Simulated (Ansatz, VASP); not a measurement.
Ru in VASP and in Ansatz

File POSCAR:

```
Ru
1.0
    2.7237197275      0.0000000000      0.0000000000
   -1.3618598638      2.3588104769      0.0000000000
    0.0000000000      0.0000000000      4.3102577801
Ru
2
Direct
    0.6666666667      0.3333333333      0.7500000000
    0.3333333333      0.6666666667      0.2500000000
```

INCAR.step1

```
  PREC = Accurate
  ENCUT = 520
  EDIFF = 1E-5
  ISMEAR = -1
  SIGMA = 0.05
  LREAL = F
  LASPH = T
  NELM = 80
  ALGO = Normal
  ISIF = 2
  LWAVE = T
  GGA = PE
  NBANDS = 21
```

INCAR.step2

```
  PREC = Accurate
  ENCUT = 520
  EDIFF = 1E-6
  ISMEAR = -1
  SIGMA = 0.05
  LREAL = F
  LASPH = T
  NELM = 80
  ALGO = Normal
  ISIF = 2
  LWAVE = F
  LCHARG = T
  GGA = PE
  LHFCALC = T
  HFSCREEN = 0.2079
  PRECFOCK = Normal
  LELF = T
  LVHAR = T
  ISTART = 1
  NBANDS = 21
```

KPOINTS

```
Automatic mesh
0
Gamma
  6 6 3
```

input.yaml

```yaml
crystal:
  lattice:
    - [2.7237197275, 0.0, 0.0]
    - [-1.3618598638, 2.3588104769, 0.0]
    - [0.0, 0.0, 4.3102577801]
  atoms:
    - { symbol: Ru, position: [0.6666666667, 0.3333333333, 0.75] }
    - { symbol: Ru, position: [0.3333333333, 0.6666666667, 0.25] }
hamiltonian:
  xc: hse06
  pseudopotentials: { kind: paw }
kpoints:
  mp_grid: { grid: [6, 6, 3] }
scf:
  occupations: { method: fermi_dirac, width: 0.05 }
output:
  forces: true
  stress: true
  eigenvalues: true
```

Alike in both runs: task single point; functional HSE06; k mesh 6 × 6 × 3; occupations fermi-dirac, width 0.05 eV; no spin polarisation.

|  | VASP | Ansatz |
| --- | --- | --- |
| version | VASP 6.6.1 | Ansatz 0.2.0 |
| potentials or method | VASP PAW PBE potentials, release 64 (Ru_pv) | Ansatz PAW |
| plane-wave cutoff (eV) | 520 | 420 |
| valence electrons in the cell | 28 | 32 |

Ansatz gave:

```
gap on the k mesh at the Fermi level (eV)                     : none
pressure (GPa)                                                : -14.9
traceless stress, the component that is largest in VASP (GPa) : -4.92
```

Task: Estimate VASP's values.

Result: gap on the k mesh at the Fermi level (eV): none; pressure (GPa): -14.4; traceless stress, the component that is largest in VASP (GPa): -4.85.

A gap of «none» marks a metal or a gap that the smearing closes. VASP's potentials hold 28 valence electrons a cell and Ansatz's 32, so a difference there can come from the potentials and not from the codes.

The k mesh is coarse, so the values compare programs but aren't converged.
